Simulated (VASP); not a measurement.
Input of a VASP 6.6.1 run:

Contents of INCAR:

```
PREC = Accurate
ENCUT = 520
EDIFF = 1E-6
ISMEAR = 0
SIGMA = 0.02
LREAL = F
LASPH = T
NELM = 60
ALGO = Normal
ISIF = 2
LWAVE = F
LCHARG = F
GGA = PE
IBRION = 2
NSW = 60
EDIFFG = -0.002
```

File KPOINTS:

```
regular mesh
0
Gamma
  9 9 6
```

The input POSCAR:

```
BN
1.0
    2.5157504731      0.0000000000      0.0000000000
   -1.2578752366      2.1787038193      0.0000000000
    0.0000000000      0.0000000000      4.2337374084
B N
2 2
Direct
    0.3333333333      0.6666666667     -0.0002287589
    0.6666666667      0.3333333333      0.4997712411
    0.3333333333      0.6666666667      0.3742287589
    0.6666666667      0.3333333333      0.8742287589
```

Potentials or basis: VASP PAW PBE potentials, release 64 (B, N).

The run is started by

```console
$ cat potpaw_PBE.64/B/POTCAR potpaw_PBE.64/N/POTCAR > POTCAR
$ mpirun -np 1 vasp_std > vasp.out
```

Q: What does it give for the band gap on the k mesh?

A: 5.07 eV, indirect (least direct gap 8.15 eV).

Q: Predict the energy gained by relaxing.

A: 0.0 meV/atom.

Stress tensor (GPa, compression positive):
```
17.37  0.00  0.00
 0.00 17.37  0.00
 0.00  0.00 -0.23
```

Caveat: the cell differs from its parent crystal (strained cell). A k mesh can miss the band edges.
